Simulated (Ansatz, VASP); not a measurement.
**One calculation of Mg, two programs**

```xyz
2
Lattice="3.1438 0.0000 0.0000 -1.5719 2.7226 0.0000 0.0000 0.0000 5.1039" Properties=species:S:1:pos:R:3 pbc="T T T"
Mg    0.0000    1.8151    1.2760
Mg    1.5719    0.9075    3.8280
```

Alike in both runs: task single point; functional PBE; k mesh 12 × 12 × 8; occupations gaussian, width 0.05 eV; no spin polarisation.

|  | VASP | Ansatz |
| --- | --- | --- |
| version | VASP 6.6.1 | Ansatz 0.2.0 |
| potentials or method | VASP PAW PBE potentials, release 64 (Mg), cutoff 520 eV | scalar-relativistic, plane waves, PAW |
| valence electrons in the cell | 4 | 20 |

Ansatz gave:

* gap on the k mesh at the Fermi level (eV): none
* pressure (GPa): 1.9
* traceless stress, the component that is largest in VASP (GPa): -0.78

Estimate VASP's values.

gap on the k mesh at the Fermi level (eV): none; pressure (GPa): 1.8; traceless stress, the component that is largest in VASP (GPa): -0.79.

A gap of «none» marks a metal or a gap that the smearing closes. VASP's potentials hold 4 valence electrons a cell and Ansatz's 20, so a difference there can come from the potentials and not from the codes.
